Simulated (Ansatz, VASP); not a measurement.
Two plane-wave programs on AlN

```
CELL_PARAMETERS angstrom
0.00000 2.18488 2.18488
2.18488 0.00000 2.18488
2.18488 2.18488 0.00000
ATOMIC_POSITIONS crystal
Al 0.00000 0.00000 0.00000
N 0.75000 0.75000 0.75000
```

Alike in both runs: task single point; functional LDA; k mesh 10 × 10 × 10; no spin polarisation.

|  | VASP | Ansatz |
| --- | --- | --- |
| version | VASP 6.6.1 | Ansatz 0.2.0 |
| potentials or method | VASP PAW LDA potentials, release 64 (Al, N) | plane waves, PAW |
| plane-wave cutoff (eV) | 520 | 420 |
| occupations | gaussian, width 0.01 eV | fixed |
| valence electrons in the cell | 8 | 8 |

|  | VASP | Ansatz | Ansatz less VASP |
| --- | --- | --- | --- |
| gap on the k mesh at the Fermi level (eV) | 3.22 | 3.24 | +0.021 |
| pressure (GPa) | -3.3 | -3.8 | -0.56 |

LDA's correlation is that of Perdew and Zunger in VASP and of Perdew and Wang (1992) in Ansatz.
